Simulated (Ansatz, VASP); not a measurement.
**CdS in VASP and in Ansatz**

Contents of INCAR:

```
SYSTEM = CdS
  PREC = Accurate
  ENCUT = 600
  EDIFF = 1E-7
  ISMEAR = -1
  SIGMA = 0.05
  LREAL = .FALSE.
  LASPH = .TRUE.
  NELM = 80
  ALGO = Normal
  ISIF = 3
  LWAVE = .FALSE.
  LCHARG = .FALSE.
  GGA = RE
  IBRION = 2
  NSW = 80
  EDIFFG = -0.02
```

Contents of KPOINTS:

```
regular mesh
0
G
  8 8 8
  0 0 0
```

Contents of POSCAR:

```
CdS
1.0
    0.0000000000      2.9165000000      2.9165000000
    2.9165000000      0.0000000000      2.9165000000
    2.9165000000      2.9165000000      0.0000000000
Cd S
1 1
Direct
    0.0000000000      0.0000000000      0.0000000000
    0.7500000000      0.7500000000      0.7500000000
```

Contents of input.yaml:

```yaml
crystal:
  lattice:
    - [0.0, 2.9165, 2.9165]
    - [2.9165, 0.0, 2.9165]
    - [2.9165, 2.9165, 0.0]
  atoms:
    - { symbol: Cd, position: [0.0, 0.0, 0.0] }
    - { symbol: S, position: [0.75, 0.75, 0.75] }
kpoints:
  mp_grid: { grid: [8, 8, 8] }
scf:
  occupations: { method: fermi_dirac, width: 0.05 }
hamiltonian:
  xc: revpbe
  pseudopotentials: { kind: all_electron, lapw: { basis_error: 0.001 } }
output:
  forces: true
  stress: true
relax:
  f_tol: 0.02
  max_steps: 60
  cell: {}
```

Alike in both runs: task relaxation of cell and atoms; functional revPBE; k mesh 8 × 8 × 8; occupations fermi-dirac, width 0.05 eV; no spin polarisation.

|  | VASP | Ansatz |
| --- | --- | --- |
| version | VASP 6.6.1 | Ansatz 0.2.0 |
| potentials or method | VASP PAW PBE potentials, release 64 (Cd, S), cutoff 600 eV | all-electron LAPW, scalar-relativistic |

Ansatz gave:

```
relaxed volume (Å³/atom)                                     : 26.80
relaxed cell length with the largest relative difference (Å) : 4.232
```

Q: Estimate VASP's values.

A: Relaxed volume (Å³/atom): 26.92; relaxed cell length with the largest relative difference (Å): 4.238.

VASP's potentials were made for PBE, not for revPBE. Ansatz ran all-electron here, and VASP with PAW potentials.
